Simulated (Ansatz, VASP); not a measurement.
# Hf: VASP beside Ansatz

File INCAR:

```
PREC = Accurate
ENCUT = 520
EDIFF = 1E-6
ISMEAR = 0
SIGMA = 0.15
LREAL = F
LASPH = T
NELM = 80
ALGO = Fast
ISIF = 2
LWAVE = F
LCHARG = F
GGA = PS
NBANDS = 11
```

The input KPOINTS:

```
Automatic mesh
0
Gamma
  18 18 18
```

The input POSCAR:

```
Hf
1.0
   -1.8320750000      1.8320750000      1.8320750000
    1.8320750000     -1.8320750000      1.8320750000
    1.8320750000      1.8320750000     -1.8320750000
Hf
1
Direct
    0.0000000000      0.0000000000      0.0000000000
```

Input for Ansatz:

```yaml
crystal:
  lattice:
    - [-1.832075, 1.832075, 1.832075]
    - [1.832075, -1.832075, 1.832075]
    - [1.832075, 1.832075, -1.832075]
  atoms:
    - { symbol: Hf, position: [0.0, 0.0, 0.0] }
basis:
  ecutwfc: 420
kpoints:
  mp_grid: { grid: [18, 18, 18] }
hamiltonian:
  xc: pbesol
scf:
  occupations: { method: gaussian, width: 0.15 }
output:
  forces: true
  stress: true
  eigenvalues: true
```

Change from the starting cell: strain +0.015 along x and y, +0.015 along z, atoms carried along.

Alike in both runs: task single point; functional PBEsol; k mesh 18 × 18 × 18; occupations gaussian, width 0.15 eV; no spin polarisation.

|  | VASP | Ansatz |
| --- | --- | --- |
| version | VASP 6.6.1 | Ansatz 0.2.0 |
| potentials or method | VASP PAW PBE potentials, release 64 (Hf_pv), cutoff 520 eV | scalar-relativistic, plane waves, PAW |
| valence electrons in the cell | 10 | 26 |

|  | VASP | Ansatz | Ansatz less VASP |
| --- | --- | --- | --- |
| gap on the k mesh at the Fermi level (eV) | none | none | - |
| pressure (GPa) | -12.3 | -12.1 | +0.19 |

VASP's potentials were made for PBE, not for PBEsol. A gap of «none» marks a metal or a gap that the smearing closes. VASP's potentials hold 10 valence electrons a cell and Ansatz's 26, so a difference there can come from the potentials and not from the codes.

Spin-orbit coupling is off throughout.
